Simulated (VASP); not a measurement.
Crystal: PbS (Galena).

```
Pb S
1.0
     0.00000    3.00478    3.00478
     3.00478    0.00000    3.00478
     3.00478    3.00478    0.00000
Pb S
1 1
Direct
  0.00000 0.00000 0.00000
  0.50000 0.50000 0.50000
```

Base run:

* Program: VASP 6.6.1
* Functional: PBEsol
* Dispersion: D4
* Potentials or basis: VASP PAW PBE potentials, release 64 (Pb_d, S)
* Cutoff: 520 eV
* k mesh: 8 × 8 × 8
* Occupations: fermi-dirac, width 0.05 eV
* Spin: no spin polarisation

Its results: band gap on the k mesh 0.39 eV, direct; pressure -3.9 GPa.

The run is repeated on the same cell with these changes: functional from PBEsol to BLYP; further incar settings from ALGO = Normal; EDIFF = 1e-07; NBANDS = 17 to ALGO = Normal; EDIFF = 1e-06; NBANDS = 17. What comes out?

Band gap on the k mesh 0.60 eV, direct; pressure 0.4 GPa.

Caveats: the PAW data sets were made with another functional, which shifts forces and pressure a little; spin-orbit coupling is left out, which moves the levels of the heavy elements.

A k mesh can miss the band edges.
